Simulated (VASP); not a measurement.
Input of a VASP 6.6.1 run:

INCAR

```
  ALGO = Normal
  EDIFF = 1E-6
  ENCUT = 520
  GGA = PE
  ISIF = 2
  ISMEAR = 0
  LASPH = True
  LCHARG = False
  LREAL = False
  LWAVE = False
  NBANDS = 24
  NELM = 60
  PREC = Accurate
  SIGMA = 0.15
```

Contents of KPOINTS:

```
k-points
0
Gamma
  15 15 8
```

File POSCAR:

```
TaN
1.0
    2.9168996769      0.0000000000      0.0000000000
   -1.4584498385      2.5261092205      0.0000000000
    0.0000000000      0.0000000000      5.9142266377
Ta N
2 2
Direct
   -0.0171414877      0.0000000000      0.0000000000
    0.0171414877      0.0000000000      0.5000000000
    0.3333333333      0.6666666667      0.2500000000
    0.6666666667      0.3333333333      0.7500000000
```

Potentials or basis: VASP PAW PBE potentials, release 64 (Ta_pv, N).

Command:

```bash
$ cat potpaw_PBE.64/Ta_pv/POTCAR potpaw_PBE.64/N/POTCAR > POTCAR
$ mpirun -np 1 vasp_std > vasp.out
```

What does it give for the pressure?

1.2 GPa.

What does it give for the largest force?

0.667 eV/Å.

Stress tensor (GPa, compression positive):
```
1.20 0.00 0.00
0.00 1.05 0.00
0.00 0.00 1.36
```

Caveat: the cell differs from its parent crystal (atoms displaced along a vibrational mode).
